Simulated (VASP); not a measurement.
# CdSe (Fm-3m) in VASP: notebook

CdSe is run at these levels: PBE; tasks: single point.

Everything below comes from runs of VASP 6.6.1. Logs are shortened: lines on timing, memory, paths and dates and some standing lists are left out, and cuts for length are marked.

## (1) The cell of the first run

It takes space group Fm-3m (No. 225, cubic). The conventional cell has a = 5.660 Å, b = 5.660 Å, c = 5.660 Å, α = 90.00°, β = 90.00°, γ = 90.00°. Within 3.7 Å of Cd (site symmetry m-3m) lie 6 Se at 2.83 Å. Se (site symmetry m-3m) has 6 Cd at 2.83 Å within 3.7 Å.

## (2) Single point, PBE (22.66 Å³/atom)

INCAR reads:

```
PREC = Accurate
ENCUT = 520
EDIFF = 1E-6
ISMEAR = 0
SIGMA = 0.05
LREAL = False
LASPH = True
NELM = 100
ALGO = Normal
ISIF = 2
LWAVE = False
LCHARG = True
GGA = PE
LELF = True
LVHAR = True
NBANDS = 16
```

KPOINTS reads:

```
Automatic mesh
0
Gamma
  10 10 10
```

POSCAR reads:

```
CdSe
1.0
    0.0000000000      2.8297865805      2.8297865805
    2.8297865805      0.0000000000      2.8297865805
    2.8297865805      2.8297865805      0.0000000000
Cd Se
1 1
Direct
    0.0000000000      0.0000000000      0.0000000000
    0.5000000000      0.5000000000      0.5000000000
```

Potentials or basis: VASP PAW PBE potentials, release 64 (Cd, Se).

Launch:

```console
$ cat potpaw_PBE.64/Cd/POTCAR potpaw_PBE.64/Se/POTCAR > POTCAR
$ mpirun -np 1 vasp_std > vasp.out
```

OUTCAR:

```text
PREC = Accurate
   ENCUT = 520
   EDIFF = 1E-6
   ISMEAR = 0
   LREAL = False
   LASPH = True
   NELM = 100
   ISIF = 2
   GGA = PE

 ion  position               nearest neighbor table
   1  0.000  0.000  0.000-   2 2.83   2 2.83   2 2.83   2 2.83   2 2.83   2 2.83
   2  0.500  0.500  0.500-   1 2.83   1 2.83   1 2.83   1 2.83   1 2.83   1 2.83

  LATTYP: Found a face centered cubic cell.
 ALAT       =     5.6595731610

  Lattice vectors:

 A1 = (   0.0000000000,   2.8297865805,   2.8297865805)
 A2 = (   2.8297865805,   0.0000000000,   2.8297865805)
 A3 = (   2.8297865805,   2.8297865805,   0.0000000000)

Analysis of symmetry for initial positions (statically):
=====================================================================
 Subroutine PRICEL returns:
 Original cell was already a primitive cell.

 Routine SETGRP: Setting up the symmetry group for a
 face centered cubic supercell.

 Subroutine GETGRP returns: Found 48 space group operations
 (whereof 48 operations were pure point group operations)
 out of a pool of 48 trial point group operations.

The static configuration has the point symmetry O_h .

Analysis of symmetry for dynamics (positions and initial velocities):
=====================================================================
 Subroutine PRICEL returns:
 Original cell was already a primitive cell.

 Routine SETGRP: Setting up the symmetry group for a
 face centered cubic supercell.

 Subroutine GETGRP returns: Found 48 space group operations
 (whereof 48 operations were pure point group operations)
 out of a pool of 48 trial point group operations.

The dynamic configuration has the point symmetry O_h .

 Subroutine INISYM returns: Found 48 space group operations
 (whereof 48 operations are pure point group operations),
 and found     1 'primitive' translations

----------------------------------------------------------------------------------------

                                     Primitive cell

  volume of cell :      45.3201

  direct lattice vectors                    reciprocal lattice vectors
     0.000000000  2.829786580  2.829786580    -0.176691770  0.176691770  0.176691770
     2.829786580  0.000000000  2.829786580     0.176691770 -0.176691770  0.176691770
     2.829786580  2.829786580  0.000000000     0.176691770  0.176691770 -0.176691770

  length of vectors
     4.001922561  4.001922561  4.001922561     0.306039123  0.306039123  0.306039123

  position of ions in fractional coordinates (direct lattice)
     0.000000000  0.000000000  0.000000000
     0.500000000  0.500000000  0.500000000
[... 78 lines left out ...]
   LREAL  =      F    real-space projection
   EDIFFG = 0.1E-04   stopping-criterion for IOM
   NSW    =      0    number of steps for IOM
   IBRION =     -1    ionic relax: 0-MD 1-quasi-New 2-CG
   NFREE  =      0    steps in history (QN), initial steepest desc. (CG)
   ISIF   =      2    stress and relaxation
   ISYM   =      2    0-nonsym 1-usesym 2-fastsym
   POTIM  = 0.5000    time-step for ionic-motion
   TEBEG  =    0.0;   TEEND  =   0.0 temperature during run
   PSTRESS=    0.0 pullay stress
   NELECT =      18.0000    total number of electrons
   NUPDOWN=      -1.0000    fix difference up-down
   EMIN   =  10.00;   EMAX   =-10.00  energy-range for DOS
   EFERMI =   0.00;   METHOD = LEGACY
   ISMEAR =     0;   SIGMA  =   0.05  broadening in eV -4-tet -1-fermi 0-gaus
   EFERMI_NEDOS =   21; number of points for ismear=-14 and -15
   IALGO  =     38    algorithm
   IMIX   =      4    mixing-type and parameters
     AMIX     =   0.40;   BMIX     =  1.00
     AMIX_MAG =   1.60;   BMIX_MAG =  1.00
  volume/ion in A,a.u.               =      22.66       152.92
  Fermi-wavevector in a.u.,A,eV,Ry     =   1.203378  2.274054 19.702842  1.448118
  Thomas-Fermi vector in A             =   2.339133
   LORBIT       =      0    0 simple, 1 ext, 2 COOP (PROOUT), +10 PAW based schemes
   GGA     = PE    functional components
   LHFCALC =     F    Hartree Fock is set to
   AEXX    =    0.0000 exact exchange contribution
   IVDW    =     0    specifies the selected vdW correction
   LEPSILON=     F    determine dielectric tensor
   LRPA    =     F    only Hartree local field effects (RPA)
 non-spin polarized calculation
 Gauss-broadening in eV      SIGMA  =   0.05
  energy-cutoff  :      520.00
  volume of cell :       45.32
 maximum number of plane-waves:      1243
 NGX is ok and might be reduce to    30
   NGX = 15   NGY = 15   NGZ = 15

 number of electron      17.9999994 magnetization

 Free energy of the ion-electron system (eV)
  ---------------------------------------------------
  ext. energy  EPLUGINS =         0.00000000
  ---------------------------------------------------
  free energy    TOTEN  =        -5.18334458 eV

  energy without entropy =       -5.18272681  energy(sigma->0) =       -5.18303570

 E-fermi :   2.7222     XC(G=0): -10.2236

 val. band max:        2.6889607268   @ k =  -0.2000   0.2000   0.0000
 cond. band min:       2.7522403491   @ k =   0.4000   0.4000   0.0000
 fundamental gap:      0.0632796223
 Fermi energy:         2.7222407495

 k-point     1 :       0.0000    0.0000    0.0000
  band No.  band energies     occupation
      1     -10.4869      2.00000
      2      -5.3344      2.00000
      3      -5.3344      2.00000
      4      -5.3170      2.00000
      5      -5.3170      2.00000
      6      -5.3170      2.00000
[... 433 lines left out ...]
      3      -5.3036      2.00000
      4      -5.2221      2.00000
      5      -5.1514      2.00000
      6      -5.1089      2.00000
[... 8 lines left out ...]
     15      16.4985      0.00000
     16      17.3912      0.00000

 [... further k-points ...]

------------------------ aborting loop because EDIFF is reached ----------------------------------------

  FORCE on cell =-STRESS in cart. coord.  units (eV):
  Direction    XX          YY          ZZ          XY          YZ          ZX
  --------------------------------------------------------------------------------------
  -------------------------------------------------------------------------------------
  Total        0.8820695      0.8820695      0.8820695      0.0000000     -0.0000000      0.0000000
  in kB       31.1833188     31.1833188     31.1833188      0.0000000     -0.0000000      0.0000000
  external PRESSURE =      31.1833188 kB  Pullay stress =       0.0000000 kB

 VOLUME and BASIS-vectors are now :
 -----------------------------------------------------------------------------
  energy-cutoff  :      520.00
  volume of cell :       45.32
      direct lattice vectors                 reciprocal lattice vectors
     0.000000000  2.829786580  2.829786580    -0.176691770  0.176691770  0.176691770
     2.829786580  0.000000000  2.829786580     0.176691770 -0.176691770  0.176691770
     2.829786580  2.829786580  0.000000000     0.176691770  0.176691770 -0.176691770

 POSITION                                       TOTAL-FORCE (eV/Angst)
 -----------------------------------------------------------------------------------
      0.00000      0.00000      0.00000         0.000000      0.000000      0.000000
      2.82979      2.82979      2.82979        -0.000000     -0.000000     -0.000000
 -----------------------------------------------------------------------------------
    total drift:                               -0.000000      0.000000      0.000000

  FREE ENERGIE OF THE ION-ELECTRON SYSTEM (eV)
  ---------------------------------------------------
  free  energy   TOTEN  =        -5.1833445832 eV

  energy  without entropy=       -5.1827268142  energy(sigma->0) =       -5.18303570
```

It took 14 s on 1 thread of Intel Xeon 6975P-C (Granite Rapids), shared host; peak memory 0.19 GiB.

What came out:

```
Free energy            : -5.1833 eV
Pressure               : 3.1 GPa
Band gap on the k mesh : zero (bands 9 and 10 overlap by 0.47 eV)
```

Levels at points of the mesh, in eV from the Fermi level:
| k point | band 6 | band 7 | band 8 | band 9 | band 10 | band 11 | band 12 | band 13 |
| --- | --- | --- | --- | --- | --- | --- | --- | --- |
| (0.00, 0.00, 0.00) | -8.04 | -0.71 | -0.71 | -0.71 | 0.23 | 8.64 | 8.64 | 8.64 |
| (0.50, 0.00, 0.00) | -7.88 | -5.20 | -0.07 | -0.07 | 2.96 | 5.22 | 5.22 | 6.24 |
| (0.50, 0.50, 0.00) | -7.27 | -4.41 | -2.25 | -2.25 | -0.50 | 5.37 | 10.01 | 10.60 |

Caveat: the cell stands under pressure; semilocal functionals underestimate gaps, so a narrow gap can read as zero.

## (3) Single point, PBE

This run uses another cell than the first one, of 23.74 Å³/atom.

INCAR reads:

```
SYSTEM = CdSe
ALGO = Normal
EDIFF = 1E-7
ENCUT = 520
GGA = PE
ISIF = 2
ISMEAR = 0
LASPH = .True.
LCHARG = .False.
LREAL = .False.
LWAVE = .False.
NBANDS = 16
NELM = 100
PREC = Accurate
SIGMA = 0.05
```

KPOINTS reads:

```
k-points
0
Gamma
  10 10 10
  0 0 0
```

POSCAR reads:

```
CdSe
1.0
    0.0000000000      2.8739580000      2.8739580000
    2.8739580000      0.0000000000      2.8739580000
    2.8739580000      2.8739580000      0.0000000000
Cd Se
1 1
Direct
    0.0000000000      0.0000000000      0.0000000000
    0.5000000000      0.5000000000      0.5000000000
```

Potentials or basis: VASP PAW PBE potentials, release 64 (Cd, Se).

Launch:

```console
$ cat potpaw_PBE.64/Cd/POTCAR potpaw_PBE.64/Se/POTCAR > POTCAR
$ mpirun -np 1 vasp_std > vasp.out
```

Run time: 16 s. Hardware: 1 thread of Intel Xeon 6975P-C (Granite Rapids), shared host; peak memory 0.18 GiB.

The run converged. Its results:

- Free energy: -5.2034 eV
- Pressure: 0.0 GPa
- Band gap on the k mesh: zero (bands 9 and 10 overlap by 0.45 eV)

Levels at points of the mesh, in eV from the Fermi level:
```csv
k point,band 7,band 8,band 9,band 10,band 11,band 12
"(0.00, 0.00, 0.00)",-0.64,-0.64,-0.64,0.04,8.61,8.61
"(0.50, 0.00, 0.00)",-4.96,-0.08,-0.08,2.99,5.23,5.23
"(0.50, 0.50, 0.00)",-4.10,-2.07,-2.07,-0.49,5.44,9.67
```

Caveat: semilocal functionals underestimate gaps, so a narrow gap can read as zero.
